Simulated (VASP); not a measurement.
Input of a VASP 6.6.1 run:

The input POSCAR:

```
K
1.0
   -2.6180000000      2.6180000000      2.6180000000
    2.6180000000     -2.6180000000      2.6180000000
    2.6180000000      2.6180000000     -2.6180000000
K
1
Direct
    0.0000000000      0.0000000000      0.0000000000
```

Contents of INCAR.step1:

```
SYSTEM = K
ALGO     = Normal         ! electronic algorithm
EDIFF    = 1E-4           ! SCF threshold, eV
ENCUT    = 520            ! plane-wave cutoff, eV
GGA      = PE             ! functional
ISMEAR   = 0              ! smearing method
LASPH    = .TRUE.         ! aspherical terms in the spheres
LCHARG   = .FALSE.        ! write CHGCAR
LREAL    = .FALSE.        ! projectors in reciprocal space
LWAVE    = .TRUE.         ! write WAVECAR
NBANDS   = 10             ! bands
NELM     = 100            ! most SCF steps
PREC     = Accurate       ! precision mode
SIGMA    = 0.1            ! smearing width, eV
```

The input INCAR.step2:

```
SYSTEM = K
ALGO     = Normal         ! electronic algorithm
EDIFF    = 1E-6           ! SCF threshold, eV
ENCUT    = 520            ! plane-wave cutoff, eV
ISIF     = 2              ! what is computed and relaxed
ISMEAR   = 0              ! smearing method
ISTART   = 1            
LASPH    = .TRUE.         ! aspherical terms in the spheres
LCHARG   = .TRUE.         ! write CHGCAR
LELF     = .TRUE.         ! ELF
LMIXTAU  = .TRUE.       
LREAL    = .FALSE.        ! projectors in reciprocal space
LVHAR    = .TRUE.       
LWAVE    = .FALSE.        ! write WAVECAR
METAGGA  = R2SCAN         ! meta-GGA
NBANDS   = 10             ! bands
NELM     = 100            ! most SCF steps
PREC     = Accurate       ! precision mode
SIGMA    = 0.1            ! smearing width, eV
```

KPOINTS

```
k-points
0
G
  6 6 6
  0 0 0
```

Potentials or basis: VASP PAW PBE potentials, release 64 (K_sv).

The run is started by

```console
$ cat potpaw_PBE.64/K_sv/POTCAR > POTCAR
$ cp INCAR.step1 INCAR
$ mpirun -np 1 vasp_std > vasp.out
$ cp INCAR.step2 INCAR
$ mpirun -np 1 vasp_std > vasp.out
```

(1) Predict the band gap on the k mesh.

(2) Estimate the pressure.

## Answers

(1) zero (an odd number of electrons rules out a gap without spin polarisation).

(2) 0.3 GPa.

Caveat: the PAW data sets were made with another functional, which shifts forces and pressure a little.
